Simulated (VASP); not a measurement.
# CdS (P6_3mc) in VASP: notebook

The runs below take CdS through single point, with PBEsol.

Everything below comes from runs of VASP 6.6.1. Logs are shortened: lines on timing, memory, paths and dates and some standing lists are left out, and cuts for length are marked.

**1. The cell of the first run**

Symmetry: P6_3mc, No. 186, hexagonal system. Conventional cell: a = 4.083 Å, b = 4.083 Å, c = 6.772 Å, α = 90.00°, β = 90.00°, γ = 120.00°. Within 3.3 Å of Cd (site symmetry 3m) lie 4 S at 2.51 to 2.52 Å. S (site symmetry 3m) has 4 Cd at 2.51 to 2.52 Å within 3.3 Å.

**2. Single point, PBEsol (in-plane strain -0.01, then relaxed in part)**

The input, INCAR:

```
SYSTEM = CdS
PREC = Accurate
ENCUT = 520
EDIFF = 1E-6
ISMEAR = 0
SIGMA = 0.01
LREAL = .False.
LASPH = .True.
NELM = 100
ALGO = Normal
ISIF = 2
LWAVE = .False.
LCHARG = .False.
GGA = PS
NBANDS = 26
```

The input, KPOINTS:

```
Automatic mesh
0
Gamma
  6 6 4
  0 0 0
```

The input, POSCAR:

```
CdS
1.0
    4.0826189893      0.0000000000      0.0000000000
   -2.0413094946      3.5356517587      0.0000000000
    0.0000000000      0.0000000000      6.7723572459
Cd S
2 2
Direct
    0.3333333333      0.6666666667      0.0015227694
    0.6666666667      0.3333333333      0.5015227694
    0.3333333333      0.6666666667      0.3734772306
    0.6666666667      0.3333333333      0.8734772306
```

Potentials or basis: VASP PAW PBE potentials, release 64 (Cd, S).

Command:

```console
$ cat potpaw_PBE.64/Cd/POTCAR potpaw_PBE.64/S/POTCAR > POTCAR
$ mpirun -np 1 vasp_std > vasp.out
```

OUTCAR:

```text
SYSTEM = CdS
   PREC = Accurate
   ENCUT = 520
   EDIFF = 1E-6
   ISMEAR = 0
   LREAL = .False.
   LASPH = .True.
   NELM = 100
   ISIF = 2
   GGA = PS

 ion  position               nearest neighbor table
   1  0.333  0.667  0.002-   4 2.51   4 2.51   4 2.51   3 2.52
   2  0.667  0.333  0.502-   3 2.51   3 2.51   3 2.51   4 2.52
   3  0.333  0.667  0.373-   2 2.51   2 2.51   2 2.51   1 2.52
   4  0.667  0.333  0.873-   1 2.51   1 2.51   1 2.51   2 2.52

  LATTYP: Found a hexagonal cell.
 ALAT       =     4.0826189893
 C/A-ratio  =     1.6588266658

  Lattice vectors:

 A1 = (   4.0826189893,   0.0000000000,   0.0000000000)
 A2 = (  -2.0413094946,   3.5356517587,   0.0000000000)
 A3 = (   0.0000000000,   0.0000000000,   6.7723572459)

Analysis of symmetry for initial positions (statically):
=====================================================================
 Subroutine PRICEL returns:
 Original cell was already a primitive cell.

 Routine SETGRP: Setting up the symmetry group for a
 hexagonal supercell.

 Subroutine GETGRP returns: Found 12 space group operations
 (whereof  6 operations were pure point group operations)
 out of a pool of 24 trial point group operations.

The static configuration has the point symmetry C_3v.
 The point group associated with its full space group is C_6v.

Analysis of symmetry for dynamics (positions and initial velocities):
=====================================================================
 Subroutine PRICEL returns:
 Original cell was already a primitive cell.

 Routine SETGRP: Setting up the symmetry group for a
 hexagonal supercell.

 Subroutine GETGRP returns: Found 12 space group operations
 (whereof  6 operations were pure point group operations)
 out of a pool of 24 trial point group operations.

The dynamic configuration has the point symmetry C_3v.
 The point group associated with its full space group is C_6v.

 Subroutine INISYM returns: Found 12 space group operations
 (whereof  6 operations are pure point group operations),
 and found     1 'primitive' translations

----------------------------------------------------------------------------------------

                                     Primitive cell

  volume of cell :      97.7571

  direct lattice vectors                    reciprocal lattice vectors
     4.082618989  0.000000000  0.000000000     0.244940809  0.141416642  0.000000000
    -2.041309495  3.535651759  0.000000000     0.000000000  0.282833285  0.000000000
     0.000000000  0.000000000  6.772357246     0.000000000  0.000000000  0.147659074

  length of vectors
     4.082618989  4.082618989  6.772357246     0.282833285  0.282833285  0.147659074

  position of ions in fractional coordinates (direct lattice)
     0.333333333  0.666666667  0.001522769
     0.666666667  0.333333333  0.501522769
     0.333333333  0.666666667  0.373477231
     0.666666667  0.333333333  0.873477231

  ion indices of the primitive-cell ions
   primitive index   ion index
                 1           1
                 2           2
                 3           3
                 4           4

----------------------------------------------------------------------------------------

 KPOINTS: Automatic mesh

Automatic generation of k-mesh.
 Grid dimensions read from file:
 generate k-points for:    6    6    4

 Generating k-lattice:

  Cartesian coordinates                     Fractional coordinates (reciprocal lattice)
     0.040823468  0.023569440  0.000000000     0.166666667  0.000000000  0.000000000
     0.000000000  0.047138881  0.000000000     0.000000000  0.166666667  0.000000000
     0.000000000  0.000000000  0.036914769     0.000000000  0.000000000  0.250000000

  Length of vectors
     0.047138881  0.047138881  0.036914769

  Shift w.r.t. Gamma in fractional coordinates (k-lattice)
     0.000000000  0.000000000  0.000000000

 Subroutine IBZKPT returns following result:
 ===========================================

 Found     21 irreducible k-points:

 Following reciprocal coordinates:
            Coordinates               Weight
  0.000000  0.000000  0.000000      1.000000
  0.166667  0.000000  0.000000      6.000000
  0.333333  0.000000  0.000000      6.000000
  0.500000  0.000000  0.000000      3.000000
  0.166667  0.166667  0.000000      6.000000
  0.333333  0.166667  0.000000     12.000000
[... 13 lines left out ...]
  0.333333  0.166667  0.500000     12.000000
  0.333333  0.333333  0.500000      2.000000
   k-points           NKPTS =     21   k-points in BZ     NKDIM =     21   number of bands    NBANDS=     26
   number of dos      NEDOS =    301   number of ions     NIONS =      4
   total plane-waves  NPLWV =  45000
   dimension x,y,z NGX =    30 NGY =   30 NGZ =   50
   dimension x,y,z NGXF=    60 NGYF=   60 NGZF=  100
   ions per type =               2   2
   NGX,Y,Z   is equivalent  to a cutoff of  12.22, 12.22, 12.27 a.u.
   NGXF,Y,Z  is equivalent  to a cutoff of  24.43, 24.43, 24.55 a.u.
 SYSTEM =  CdS
   PREC   = accura    normal or accurate (medium, high low for compatibility)
   ISTART =      0    job   : 0-new  1-cont  2-samecut
   ICHARG =      2    charge: 1-file 2-atom 10-const
   ISPIN  =      1    spin polarized calculation?
   LNONCOLLINEAR =      F non collinear calculations
   LSORBIT =      F    spin-orbit coupling
   LASPH  =      T    aspherical Exc in radial PAW
   ENCUT  =  520.0 eV  38.22 Ry    6.18 a.u.   7.59  7.59 12.59*2*pi/ulx,y,z
   NELM   =    100;   NELMIN=  2; NELMDL= -5     # of ELM steps
   EDIFF  = 0.1E-05   stopping-criterion for ELM
   LREAL  =      F    real-space projection
   EDIFFG = 0.1E-04   stopping-criterion for IOM
   NSW    =      0    number of steps for IOM
   IBRION =     -1    ionic relax: 0-MD 1-quasi-New 2-CG
   NFREE  =      0    steps in history (QN), initial steepest desc. (CG)
   ISIF   =      2    stress and relaxation
   ISYM   =      2    0-nonsym 1-usesym 2-fastsym
   POTIM  = 0.5000    time-step for ionic-motion
   TEBEG  =    0.0;   TEEND  =   0.0 temperature during run
   PSTRESS=    0.0 pullay stress
   NELECT =      36.0000    total number of electrons
   NUPDOWN=      -1.0000    fix difference up-down
   EMIN   =  10.00;   EMAX   =-10.00  energy-range for DOS
   EFERMI =   0.00;   METHOD = LEGACY
   ISMEAR =     0;   SIGMA  =   0.01  broadening in eV -4-tet -1-fermi 0-gaus
   EFERMI_NEDOS =   21; number of points for ismear=-14 and -15
   IALGO  =     38    algorithm
   IMIX   =      4    mixing-type and parameters
     AMIX     =   0.40;   BMIX     =  1.00
     AMIX_MAG =   1.60;   BMIX_MAG =  1.00
  volume/ion in A,a.u.               =      24.44       164.92
  Fermi-wavevector in a.u.,A,eV,Ry     =   1.173437  2.217473 18.734587  1.376953
  Thomas-Fermi vector in A             =   2.309850
   LORBIT       =      0    0 simple, 1 ext, 2 COOP (PROOUT), +10 PAW based schemes
   GGA     = PS    functional components
   LHFCALC =     F    Hartree Fock is set to
   AEXX    =    0.0000 exact exchange contribution
   IVDW    =     0    specifies the selected vdW correction
   LEPSILON=     F    determine dielectric tensor
   LRPA    =     F    only Hartree local field effects (RPA)
 non-spin polarized calculation
 Gauss-broadening in eV      SIGMA  =   0.01
  energy-cutoff  :      520.00
  volume of cell :       97.76
 maximum number of plane-waves:      2654
   NGX = 15   NGY = 15   NGZ = 25

 number of electron      36.0000009 magnetization

 Free energy of the ion-electron system (eV)
  ---------------------------------------------------
  ext. energy  EPLUGINS =         0.00000000
  ---------------------------------------------------
  free energy    TOTEN  =       -13.62130248 eV

  energy without entropy =      -13.62130248  energy(sigma->0) =      -13.62130248

 E-fermi :   1.4090     XC(G=0):  -9.4430

 val. band max:        1.3664002745   @ k =   0.0000   0.0000   0.0000
 cond. band min:       2.4451970005   @ k =   0.0000   0.0000   0.0000
 fundamental gap:      1.0787967260
 Fermi energy:         1.4089640648

 k-point     1 :       0.0000    0.0000    0.0000
  band No.  band energies     occupation
      1     -11.1395      2.00000
      2     -10.6900      2.00000
      3      -6.4395      2.00000
      4      -6.4145      2.00000
      5      -6.4145      2.00000
      6      -6.3246      2.00000
[... 18 lines left out ...]
     25       8.9169      0.00000
     26       8.9169      0.00000

 k-point     2 :       0.1667    0.0000    0.0000
  band No.  band energies     occupation
      1     -11.0370      2.00000
      2     -10.6442      2.00000
      3      -6.4003      2.00000
      4      -6.3757      2.00000
      5      -6.3485      2.00000
      6      -6.2748      2.00000
[... 18 lines left out ...]
     25       8.7682      0.00000
     26       9.5044      0.00000

 k-point     3 :       0.3333    0.0000    0.0000
  band No.  band energies     occupation
      1     -10.8157      2.00000
      2     -10.5662      2.00000
      3      -6.3397      2.00000
      4      -6.3180      2.00000
      5      -6.2009      2.00000
      6      -6.1523      2.00000
[... 18 lines left out ...]
     25       9.4929      0.00000
     26      10.1509      0.00000

 k-point     4 :       0.5000    0.0000    0.0000
  band No.  band energies     occupation
      1     -10.6859      2.00000
      2     -10.5458      2.00000
      3      -6.3227      2.00000
      4      -6.3014      2.00000
      5      -6.1132      2.00000
      6      -6.0989      2.00000
[... 18 lines left out ...]
     25       9.4717      0.00000
     26      11.5830      0.00000

 k-point     5 :       0.1667    0.1667    0.0000
  band No.  band energies     occupation
      1     -10.8743      2.00000
      2     -10.5833      2.00000
      3      -6.3446      2.00000
      4      -6.3362      2.00000
      5      -6.2177      2.00000
      6      -6.2096      2.00000
[... 18 lines left out ...]
     25       9.3702      0.00000
     26       9.7324      0.00000

 k-point     6 :       0.3333    0.1667    0.0000
  band No.  band energies     occupation
      1     -10.6875      2.00000
      2     -10.5466      2.00000
      3      -6.3405      2.00000
      4      -6.2703      2.00000
      5      -6.1256      2.00000
      6      -6.1120      2.00000
[... 340 lines left out ...]
 k-point    18 :       0.5000    0.0000    0.5000
  band No.  band energies     occupation
      1     -10.6062      2.00000
      2     -10.6062      2.00000
      3      -6.2898      2.00000
      4      -6.2898      2.00000
      5      -6.1970      2.00000
      6      -6.1970      2.00000
[... 18 lines left out ...]
     25       9.6728      0.00000
     26       9.6728      0.00000

 k-point    19 :       0.1667    0.1667    0.5000
  band No.  band energies     occupation
      1     -10.7212      2.00000
      2     -10.7212      2.00000
      3      -6.2873      2.00000
      4      -6.2873      2.00000
      5      -6.2574      2.00000
      6      -6.2574      2.00000
[... 18 lines left out ...]
     25       9.2761      0.00000
     26       9.2761      0.00000

 k-point    20 :       0.3333    0.1667    0.5000
  band No.  band energies     occupation
      1     -10.6074      2.00000
      2     -10.6074      2.00000
      3      -6.2602      2.00000
      4      -6.2602      2.00000
      5      -6.2086      2.00000
      6      -6.2086      2.00000
[... 18 lines left out ...]
     25       9.7770      0.00000
     26       9.7770      0.00000

 k-point    21 :       0.3333    0.3333    0.5000
  band No.  band energies     occupation
      1     -10.5709      2.00000
      2     -10.5709      2.00000
      3      -6.2215      2.00000
      4      -6.2215      2.00000
      5      -6.2154      2.00000
      6      -6.2154      2.00000
[... 18 lines left out ...]
     25      10.5616      0.00000
     26      10.5616      0.00000

------------------------ aborting loop because EDIFF is reached ----------------------------------------

  FORCE on cell =-STRESS in cart. coord.  units (eV):
  Direction    XX          YY          ZZ          XY          YZ          ZX
  --------------------------------------------------------------------------------------
  -------------------------------------------------------------------------------------
  Total        0.8497788      0.8497788      0.2625156      0.0000000     -0.0000000      0.0000000
  in kB       13.9273430     13.9273430      4.3024670      0.0000000     -0.0000000      0.0000000
  external PRESSURE =      10.7190510 kB  Pullay stress =       0.0000000 kB

 VOLUME and BASIS-vectors are now :
 -----------------------------------------------------------------------------
  energy-cutoff  :      520.00
  volume of cell :       97.76
      direct lattice vectors                 reciprocal lattice vectors
     4.082618989  0.000000000  0.000000000     0.244940809  0.141416642  0.000000000
    -2.041309495  3.535651759  0.000000000     0.000000000  0.282833285  0.000000000
     0.000000000  0.000000000  6.772357246     0.000000000  0.000000000  0.147659074

 POSITION                                       TOTAL-FORCE (eV/Angst)
 -----------------------------------------------------------------------------------
     -0.00000      2.35710      0.01031         0.000000     -0.000000      0.002140
      2.04131      1.17855      3.39649        -0.000000      0.000000      0.002140
     -0.00000      2.35710      2.52932        -0.000000      0.000000     -0.002140
      2.04131      1.17855      5.91550         0.000000     -0.000000     -0.002140
 -----------------------------------------------------------------------------------
    total drift:                               -0.000000      0.000000      0.000655

  FREE ENERGIE OF THE ION-ELECTRON SYSTEM (eV)
  ---------------------------------------------------
  free  energy   TOTEN  =       -13.6213024839 eV

  energy  without entropy=      -13.6213024839  energy(sigma->0) =      -13.62130248
```

Run time: 64 s. Hardware: 1 thread of Intel Xeon 8259CL, shared host; peak memory 0.22 GiB.

Results:

```
Free energy            : -13.6213 eV
Pressure               : 1.1 GPa
Band gap on the k mesh : 1.08 eV
```

Forces in eV/Å, atoms in the order of the input:
```
Cd   0.000  0.000  0.002
Cd   0.000  0.000  0.002
S    0.000  0.000 -0.002
S    0.000  0.000 -0.002
```

Stress tensor (GPa, compression positive):
```
1.39 0.00 0.00
0.00 1.39 0.00
0.00 0.00 0.43
```

Caveat: the cell differs from its parent crystal (in-plane strain -0.01, then relaxed in part); the PAW data sets were made with another functional, which shifts forces and pressure a little.

**3. Single point, PBEsol (in-plane strain -0.005, then relaxed in part)**

The input, INCAR:

```
SYSTEM = CdS
PREC     = Accurate       ! precision mode
ENCUT    = 520            ! plane-wave cutoff, eV
EDIFF    = 1E-6           ! SCF threshold, eV
ISMEAR   = 0              ! smearing method
SIGMA    = 0.01           ! smearing width, eV
LREAL    = .False.        ! projectors in reciprocal space
LASPH    = .True.         ! aspherical terms in the spheres
NELM     = 80             ! most SCF steps
ALGO     = Normal         ! electronic algorithm
ISIF     = 2              ! what is computed and relaxed
LWAVE    = .False.        ! write WAVECAR
LCHARG   = .False.        ! write CHGCAR
GGA      = PS             ! functional
NBANDS   = 26             ! bands
```

The input, KPOINTS:

```
regular mesh
0
Gamma
  6 6 4
  0 0 0
```

The input, POSCAR:

```
CdS
1.0
    4.1032382771      0.0000000000      0.0000000000
   -2.0516191385      3.5535085857      0.0000000000
    0.0000000000      0.0000000000      6.7412443966
Cd S
2 2
Direct
    0.3333333333      0.6666666667      0.0003934699
    0.6666666667      0.3333333333      0.5003934699
    0.3333333333      0.6666666667      0.3746065301
    0.6666666667      0.3333333333      0.8746065301
```

Potentials or basis: VASP PAW PBE potentials, release 64 (Cd, S).

Command:

```console
$ cat potpaw_PBE.64/Cd/POTCAR potpaw_PBE.64/S/POTCAR > POTCAR
$ mpirun -np 1 vasp_std > vasp.out
```

Run time: 57 s. Hardware: 1 thread of Intel Xeon 8259CL, shared host; peak memory 0.23 GiB.

The run converged. Its results:

- Free energy: -13.6272 eV
- Pressure: 0.7 GPa
- Band gap on the k mesh: 1.09 eV

Stress tensor (GPa, compression positive):
```
0.90 0.00 0.00
0.00 0.90 0.00
0.00 0.00 0.41
```

Levels at points of the mesh, in eV from the valence-band top:
| k point | band 15 | band 16 | band 17 | band 18 | band 19 | band 20 | band 21 | band 22 |
| --- | --- | --- | --- | --- | --- | --- | --- | --- |
| (0.00, 0.00, 0.00) | -0.78 | -0.08 | 0.00 | 0.00 | 1.09 | 2.75 | 6.41 | 6.41 |
| (0.50, 0.00, 0.00) | -2.78 | -1.94 | -1.39 | -0.78 | 3.63 | 3.79 | 4.92 | 6.29 |
| (0.00, 0.00, 0.50) | -0.40 | -0.40 | -0.40 | -0.40 | 2.78 | 2.78 | 6.04 | 6.04 |
| (0.50, 0.00, 0.50) | -1.43 | -1.43 | -1.39 | -1.39 | 3.32 | 3.32 | 5.27 | 5.27 |

Caveat: the cell differs from its parent crystal (in-plane strain -0.005, then relaxed in part); the PAW data sets were made with another functional, which shifts forces and pressure a little.

**4. Single point, PBEsol (in-plane strain -0.005)**

The input, INCAR:

```
PREC = Accurate
ENCUT = 520
EDIFF = 1E-6
ISMEAR = 0
SIGMA = 0.01
LREAL = False
LASPH = True
NELM = 80
ALGO = Normal
ISIF = 2
LWAVE = False
LCHARG = True
GGA = PS
LELF = True
LVHAR = True
NBANDS = 26
```

The input, KPOINTS:

```
Automatic mesh
0
Gamma
  6 6 4
```

The input, POSCAR:

```
CdS
1.0
    4.1032382771      0.0000000000      0.0000000000
   -2.0516191385      3.5535085857      0.0000000000
    0.0000000000      0.0000000000      6.7298199918
Cd S
2 2
Direct
    0.3333333333      0.6666666667     -0.0007769940
    0.6666666667      0.3333333333      0.4992230060
    0.3333333333      0.6666666667      0.3757769940
    0.6666666667      0.3333333333      0.8757769940
```

Command:

```console
$ cat potpaw_PBE.64/Cd/POTCAR potpaw_PBE.64/S/POTCAR > POTCAR
$ mpirun -np 1 vasp_std > vasp.out
```

It took 71 s on 1 thread of Intel Xeon 8259CL, shared host; peak memory 0.23 GiB.

The run converged. Its results:

* Free energy: -13.6257 eV
* Pressure: 0.9 GPa
* Largest force: 0.066 eV/Å
* Band gap on the k mesh: 1.10 eV

Forces on the atoms (eV/Å):
```
Cd   0.000  0.000  0.066
Cd   0.000  0.000  0.066
S    0.000  0.000 -0.066
S    0.000  0.000 -0.066
```

Stress tensor (GPa, compression positive):
```
1.16 0.00 0.00
0.00 1.16 0.00
0.00 0.00 0.26
```

Levels at points of the mesh, in eV from the valence-band top:
| k point | band 16 | band 17 | band 18 | band 19 | band 20 | band 21 |
| --- | --- | --- | --- | --- | --- | --- |
| (0.00, 0.00, 0.00) | -0.07 | 0.00 | 0.00 | 1.10 | 2.72 | 6.40 |
| (0.50, 0.00, 0.00) | -1.95 | -1.37 | -0.80 | 3.64 | 3.78 | 4.93 |
| (0.00, 0.00, 0.50) | -0.40 | -0.40 | -0.40 | 2.78 | 2.78 | 6.04 |
| (0.50, 0.00, 0.50) | -1.42 | -1.41 | -1.41 | 3.34 | 3.34 | 5.26 |

Caveat: the cell differs from its parent crystal (in-plane strain -0.005); the PAW data sets were made with another functional, which shifts forces and pressure a little.

(Continued in part 2 of 2.)
